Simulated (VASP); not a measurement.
A run of VASP 6.6.1:

INCAR

```
PREC = Accurate
ENCUT = 520
EDIFF = 1E-6
ISMEAR = 0
SIGMA = 0.05
LREAL = F
LASPH = T
NELM = 80
ALGO = Normal
ISIF = 2
LWAVE = F
LCHARG = F
GGA = PE
NBANDS = 12
```

KPOINTS

```
regular mesh
0
Gamma
  9 9 9
```

The input POSCAR:

```
Ta
1.0
    2.7382614662      0.0000000000      0.0000000000
    0.0000000000      2.7382614662      0.0000000000
    0.0000000000      0.0000000000      2.7382614662
Ta
1
Direct
    0.0000000000      0.0000000000      0.0000000000
```

Potentials or basis: VASP PAW PBE potentials, release 64 (Ta_pv).

Command:

```bash
$ cat potpaw_PBE.64/Ta_pv/POTCAR > POTCAR
$ mpirun -np 1 vasp_std > vasp.out
```

Hardware: 1 thread of Intel(R) Xeon(R) Platinum 8259CL CPU @ 2.50GHz (Skylake/Cascade Lake), with other jobs on the host.

Problem. How long does it take, and how much memory?

Solution. Run time: 8.7 s on 1 thread of Intel(R) Xeon(R) Platinum 8259CL CPU @ 2.50GHz (Skylake/Cascade Lake) (shared host), peak memory 0.12 GiB. Counts: scf iterations 11, k points 35.
